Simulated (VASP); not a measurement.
Set up this calculation in VASP 6.6.1, as the native input.

```
Task                   : single point
Functional             : PBE
Potentials or basis    : VASP PAW PBE potentials, release 64 (Si, Ge_d, Ir)
Cutoff                 : 520 eV
k mesh                 : 6 × 6 × 2
Occupations            : gaussian, width 0.2 eV
Spin                   : no spin polarisation
Dipole correction      : no
Further INCAR settings : ALGO = Normal; EDIFF = 1e-06; NBANDS = 36
```

The structure of Si4Ge2Ir lies in POSCAR:

```
Si4Ge2Ir
1.0
    3.9992861261     -0.0000444840     -0.0001638261
   -1.9996814460      3.4636226221      0.0001789564
   -0.0000092109     -0.0004472778     10.2643394765
Si Ge Ir
4 2 1
Direct
    0.3334588198      0.6668109807      0.0695338437
    0.3331462640      0.6665190478      0.3018825940
    0.6667813567      0.3334685395      0.9304618920
    0.6666788355      0.3332790612      0.6981110916
   -0.0001716385     -0.0001469428      0.3781685143
   -0.0000031218     -0.0000588471      0.6218180502
    0.0001094842      0.0001281609      0.0000240142
```

The input as run:

INCAR

```
PREC     = Accurate       # precision mode
ENCUT    = 520            # plane-wave cutoff, eV
EDIFF    = 1E-6           # SCF threshold, eV
ISMEAR   = 0              # smearing method
SIGMA    = 0.2            # smearing width, eV
LREAL    = F              # projectors in reciprocal space
LASPH    = T              # aspherical terms in the spheres
NELM     = 100            # most SCF steps
ALGO     = Normal         # electronic algorithm
ISIF     = 2              # what is computed and relaxed
LWAVE    = F              # write WAVECAR
LCHARG   = F              # write CHGCAR
GGA      = PE             # functional
NBANDS   = 36             # bands
```

KPOINTS

```
regular mesh
0
Gamma
  6 6 2
```

Potentials or basis: VASP PAW PBE potentials, release 64 (Si, Ge_d, Ir).

Run with:

```console
$ cat potpaw_PBE.64/Si/POTCAR potpaw_PBE.64/Ge_d/POTCAR potpaw_PBE.64/Ir/POTCAR > POTCAR
$ mpirun -np 1 vasp_std > vasp.out
```

Results of the run:

```json
{
 "Pressure": "0.0 GPa",
 "Largest force": "0.034 eV/Å",
 "Band gap on the k mesh": "zero (an odd number of electrons rules out a gap without spin polarisation)"
}
```

Caveat: spin-orbit coupling is left out, which moves the levels of the heavy elements; an odd number of electrons without spin polarisation forces a metal; a magnetic or distorted state may lie lower.

Wall time 96 s on 1 thread of AMD EPYC 9R45 96-Core Processor (Zen 5), on a shared host, peak memory 0.34 GiB.
